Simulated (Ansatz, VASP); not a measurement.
**Two plane-wave programs on LiH**

Contents of POSCAR:

```
LiH
1.0
    0.0000000000      2.0100000000      2.0100000000
    2.0100000000      0.0000000000      2.0100000000
    2.0100000000      2.0100000000      0.0000000000
Li H
1 1
Direct
    0.0000000000      0.0000000000      0.0000000000
    0.5000000000      0.5000000000      0.5000000000
```

INCAR.step1

```
SYSTEM = LiH
PREC = Accurate ; ENCUT = 520
ISMEAR = -1 ; SIGMA = 0.02
LREAL = .FALSE. ; LASPH = .TRUE.
NELM = 80 ; NBANDS = 9
GGA = PE ; ALGO = Normal
EDIFF = 1E-4 ; LWAVE = .TRUE.
LCHARG = .FALSE.
```

The input INCAR.step2:

```
SYSTEM = LiH
PREC = Accurate ; ENCUT = 520
EDIFF = 1E-6 ; ISMEAR = -1
SIGMA = 0.02 ; LREAL = .FALSE.
LASPH = .TRUE. ; NELM = 80
ALGO = Normal ; ISIF = 2
LWAVE = .FALSE. ; LCHARG = .FALSE.
METAGGA = R2SCAN ; LMIXTAU = .TRUE.
NBANDS = 9 ; ISTART = 1
```

The input KPOINTS:

```
Automatic mesh
0
G
  6 6 6
  0 0 0
```

Input for Ansatz:

```yaml
crystal:
  lattice:
    - [0, 2.01, 2.01]
    - [2.01, 0, 2.01]
    - [2.01, 2.01, 0]
  atoms:
    - { symbol: Li, position: [0, 0, 0] }
    - { symbol: H, position: [0.5, 0.5, 0.5] }
kpoints:
  mp_grid: { grid: [6, 6, 6] }
hamiltonian:
  xc: r2scan
  pseudopotentials: { kind: paw, source: ansatz }
scf:
  occupations: { method: fermi_dirac, width: 0.02 }
  convergence: { dr2_threshold: "1e-10 eV" }
  max_iter: 300
  n_bands: 18
output:
  forces: true
  stress: true
  eigenvalues: true
```

Alike in both runs: task single point; functional r2SCAN; k mesh 6 × 6 × 6; occupations fermi-dirac, width 0.02 eV; no spin polarisation.

```csv
,VASP,Ansatz
version,VASP 6.6.1,Ansatz 0.2.0 development build
potentials or method,"VASP PAW PBE potentials, release 64 (Li_sv, H)","plane waves, PAW datasets (hand-made set)"
plane-wave cutoff (eV),520,1000
valence electrons in the cell,4,4
```

```csv
,VASP,Ansatz,Ansatz less VASP
gap on the k mesh at the Fermi level (eV),3.59,3.64,+0.052
```

VASP's potentials were made for PBE, not for r2SCAN.

The k mesh is coarse, so the values compare programs but aren't converged. Noted on VASP's run: the cutoff is short for stress, so the pressure is rough.
